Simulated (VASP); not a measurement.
# Sn: relaxation of cell and atoms with r2SCAN

The system is Sn.

```xyz
1
Lattice="-1.9011 1.9011 1.9011 1.9011 -1.9011 1.9011 1.9011 1.9011 -1.9011" Properties=species:S:1:pos:R:3 pbc="T T T"
Sn    0.0000    0.0000    0.0000
```

```json
{
  "Program": "VASP 6.6.1",
  "Task": "relaxation of cell and atoms",
  "Functional": "r2SCAN",
  "Potentials or basis": "VASP PAW PBE potentials, release 64 (Sn_d)",
  "Cutoff": "600 eV",
  "k mesh": "16 × 16 × 16",
  "Occupations": "gaussian, width 0.1 eV",
  "Spin": "no spin polarisation",
  "Dipole correction": "no",
  "Further INCAR settings": "ALGO = Normal; EDIFF = 1e-06; IBRION = 2; EDIFFG = -0.01; NSW = 80; ISIF = 3"
}
```

```json
{
 "Relaxed volume": "27.09 Å³/atom",
 "Relaxed cell": "a = 3.277 Å, b = 3.277 Å, c = 3.277 Å, α = 109.47°, β = 109.47°, γ = 109.47°",
 "Space group after relaxing (to 0.05 Å)": "Im-3m (No. 229)",
 "Energy gained by relaxing": "0.9 meV/atom",
 "Ionic steps": "3",
 "Pressure after relaxing": "0.0 GPa",
 "Band gap on the k mesh": "zero (band 7 reaches 16.54 eV, above the bottom of band 8 at 5.54 eV)"
}
```

The path:
```tsv
step	energy change (eV)	largest force (eV/Å)	pressure (GPa)	volume (Å³)
1	0.0000	0.0000	-0.68	27.49
2	-0.0009	0.0000	0.13	27.02
3	-0.0009	0.0000	0.01	27.09
```

Final structure:
```
Sn
1.0
    -1.89194    1.89194    1.89194
     1.89194   -1.89194    1.89194
     1.89194    1.89194   -1.89194
Sn
1
Cartesian
  0.0000 0.0000 0.0000
```

Levels at points of the mesh, in eV from the Fermi level:
```
           k point  band 4  band 5  band 6  band 7  band 8  band 9  band 10  band 11
(0.00, 0.00, 0.00)  -22.07  -22.07  -11.64    8.51    8.51    8.51    12.96    12.96
(0.50, 0.00, 0.00)  -22.08  -21.98   -6.61   -4.67    3.80    5.90     8.63     8.67
(0.50, 0.50, 0.50)  -22.00  -22.00   -2.26   -0.56   -0.56   -0.56     4.22     4.22
```

Run time: 6.7 min on 1 thread of Intel(R) Xeon(R) Platinum 8259CL CPU @ 2.50GHz (Skylake/Cascade Lake), with other jobs on the host, peak memory 0.21 GiB.

Caveat: the PAW data sets were made with another functional, which shifts forces and pressure a little; spin-orbit coupling is left out, which moves the levels of the heavy elements.
